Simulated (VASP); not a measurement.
Input of a VASP 6.6.1 run:

Contents of INCAR:

```
PREC = Accurate
ENCUT = 520
EDIFF = 1E-7
ISMEAR = 0
SIGMA = 0.15
LREAL = False
LASPH = True
NELM = 150
ALGO = Normal
ISIF = 2
LWAVE = False
LCHARG = True
ISPIN = 2
MAGMOM = 1.86 1.86
LORBIT = 11
LMAXMIX = 4
GGA = PE
LELF = True
LVHAR = True
NBANDS = 20
```

KPOINTS

```
Automatic mesh
0
Gamma
  21 21 12
```

Contents of POSCAR:

```
Co
1.0
    2.4933810334      0.0000000000      0.0000000000
   -1.2466905167      2.1593313163      0.0000000000
    0.0000000000      0.0000000000      3.5484000000
Co
2
Direct
    0.3333333333      0.6666666667      0.2500000000
    0.6666666667      0.3333333333      0.7500000000
```

Potentials or basis: VASP PAW PBE potentials, release 64 (Co).

Run with:

```console
$ cat potpaw_PBE.64/Co/POTCAR > POTCAR
$ mpirun -np 1 vasp_std > vasp.out
```

Question: What does it give for the site moments?

Answer: Co +1.37 μB.

Question: Predict the pressure.

Answer: 38.3 GPa.

Question: Estimate the net moment.

Answer: 2.74 μB per cell.

Stress tensor (GPa, compression positive):
```
23.00  0.00  0.00
 0.00 23.00  0.00
 0.00  0.00 68.81
```
